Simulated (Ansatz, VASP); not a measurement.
Two plane-wave programs on InP

```
In P
1.0
     0.00000    2.93920    2.93920
     2.93920    0.00000    2.93920
     2.93920    2.93920    0.00000
In P
1 1
Direct
  0.00000 0.00000 0.00000
  0.25000 0.25000 0.25000
```

Alike in both runs: functional PBEsol; k mesh 10 × 10 × 10; no spin polarisation.

Ansatz relaxed the structure, and its values are those at the end. VASP's run is a single point on that final structure, the one shown.

|  | VASP | Ansatz |
| --- | --- | --- |
| version | VASP 6.6.1 | Ansatz 0.2.0 |
| potentials or method | VASP PAW PBE potentials, release 64 (In_d, P) | scalar-relativistic, plane waves, PAW |
| plane-wave cutoff (eV) | 520 | 420 |
| occupations | gaussian, width 0.01 eV | fixed |
| valence electrons in the cell | 18 | 18 |

```csv
,VASP,Ansatz,Ansatz less VASP
gap on the k mesh at the Fermi level (eV),0.57,0.57,+0.002
least direct gap on the mesh (eV),0.57,0.57,+0.002
pressure (GPa),0.0,0.0,+0.02
```

VASP's potentials were made for PBE, not for PBEsol.
